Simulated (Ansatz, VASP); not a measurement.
**Two plane-wave programs on ZnS**

File INCAR:

```
PREC = Accurate
ENCUT = 520
EDIFF = 1E-6
ISMEAR = 0
SIGMA = 0.05
LREAL = False
LASPH = True
NELM = 80
ALGO = Normal
ISIF = 2
LWAVE = False
LCHARG = True
GGA = PE
LELF = True
LVHAR = True
NBANDS = 46
```

Contents of KPOINTS:

```
regular mesh
0
Gamma
  9 9 4
```

POSCAR

```
ZnS
1.0
    3.8955366251      0.0000000000      0.0000000000
   -1.9477683125      3.3736336787      0.0000000000
    0.0000000000      0.0000000000     11.2931606761
Zn S
4 4
Direct
    0.0000000000      0.0000000000      0.0000492057
    0.0000000000      0.0000000000      0.5000492057
    0.3333333333      0.6666666667      0.2500242903
    0.6666666667      0.3333333333      0.7500242903
    0.0000000000      0.0000000000      0.1872905901
    0.0000000000      0.0000000000      0.6872905901
    0.3333333333      0.6666666667      0.4376359138
    0.6666666667      0.3333333333      0.9376359138
```

Input for Ansatz:

```yaml
crystal:
  lattice:
    - [3.8955366251, 0.0, 0.0]
    - [-1.9477683125, 3.3736336787, 0.0]
    - [0.0, 0.0, 11.2931606761]
  atoms:
    - { symbol: Zn, position: [0.0, 0.0, 4.92057e-05] }
    - { symbol: Zn, position: [0.0, 0.0, 0.5000492057] }
    - { symbol: Zn, position: [0.3333333333, 0.6666666667, 0.2500242903] }
    - { symbol: Zn, position: [0.6666666667, 0.3333333333, 0.7500242903] }
    - { symbol: S, position: [0.0, 0.0, 0.1872905901] }
    - { symbol: S, position: [0.0, 0.0, 0.6872905901] }
    - { symbol: S, position: [0.3333333333, 0.6666666667, 0.4376359138] }
    - { symbol: S, position: [0.6666666667, 0.3333333333, 0.9376359138] }
basis:
  ecutwfc: 520.0
kpoints:
  mp_grid: { grid: [9, 9, 4] }
hamiltonian:
  xc: pbe
scf:
  occupations: { method: gaussian, width: 0.05 }
output:
  forces: true
  stress: true
  eigenvalues: true
```

Alike in both runs: task single point; functional PBE; k mesh 9 × 9 × 4; occupations gaussian, width 0.05 eV; no spin polarisation.

|  | VASP | Ansatz |
| --- | --- | --- |
| version | VASP 6.6.1 | Ansatz 0.2.0 |
| potentials or method | VASP PAW PBE potentials, release 64 (Zn, S), cutoff 520 eV | scalar-relativistic, plane waves, PAW |
| valence electrons in the cell | 72 | 72 |

|  | VASP | Ansatz | Ansatz less VASP |
| --- | --- | --- | --- |
| gap on the k mesh at the Fermi level (eV) | 2.19 | 2.19 | -0.005 |
| least direct gap on the mesh (eV) | 2.19 | 2.19 | -0.005 |
| pressure (GPa) | 9.6 | 9.4 | -0.20 |
| traceless stress, the component that is largest in VASP (GPa) | 16.73 | 16.69 | -0.042 |
| rms of the force components (eV/Å) | 0.969 | 0.964 | -0.0050 |

Atom by atom the forces differ by 0.005 eV/Å (rms over components).
